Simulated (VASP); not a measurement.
Set up this calculation in VASP 6.6.1, as the native input.

```
Task                   : single point
Functional             : LDA
Potentials or basis    : VASP PAW LDA potentials, release 64 (Hg, Te)
Cutoff                 : 520 eV
k mesh                 : 11 × 11 × 11
Occupations            : fermi-dirac, width 0.03 eV
Spin                   : no spin polarisation
Dipole correction      : no
Further INCAR settings : ALGO = Normal; EDIFF = 1e-07; NBANDS = 16
```

The structure of HgTe lies in POSCAR:

```
HgTe
1.0
    0.0000000000      3.2763536562      3.2763536562
    3.2763536562      0.0000000000      3.2763536562
    3.2763536562      3.2763536562      0.0000000000
Hg Te
1 1
Direct
    0.0000000000      0.0000000000      0.0000000000
    0.7500000000      0.7500000000      0.7500000000
```

This cell differs from its parent crystal: volume scaled by 1.05.

The input as run:

INCAR

```
SYSTEM = HgTe
ALGO = Normal
EDIFF = 1E-7
ENCUT = 520
ISIF = 2
ISMEAR = -1
LASPH = .TRUE.
LCHARG = .FALSE.
LREAL = .FALSE.
LWAVE = .FALSE.
NBANDS = 16
NELM = 100
PREC = Accurate
SIGMA = 0.03
```

KPOINTS

```
k-points
0
G
  11 11 11
  0 0 0
```

Potentials or basis: VASP PAW LDA potentials, release 64 (Hg, Te).

Command:

```sh
$ cat potpaw_LDA.64/Hg/POTCAR potpaw_LDA.64/Te/POTCAR > POTCAR
$ mpirun -np 1 vasp_std > vasp.out
```

Results of the run:

The pressure is -2.0 GPa. The band gap on the k mesh is zero (filled and empty bands touch).

Caveat: spin-orbit coupling is left out, which moves the levels of the heavy elements.

Wall time 52 s on 1 thread of Intel Xeon 6975P-C, on a shared host, peak memory 0.22 GiB.
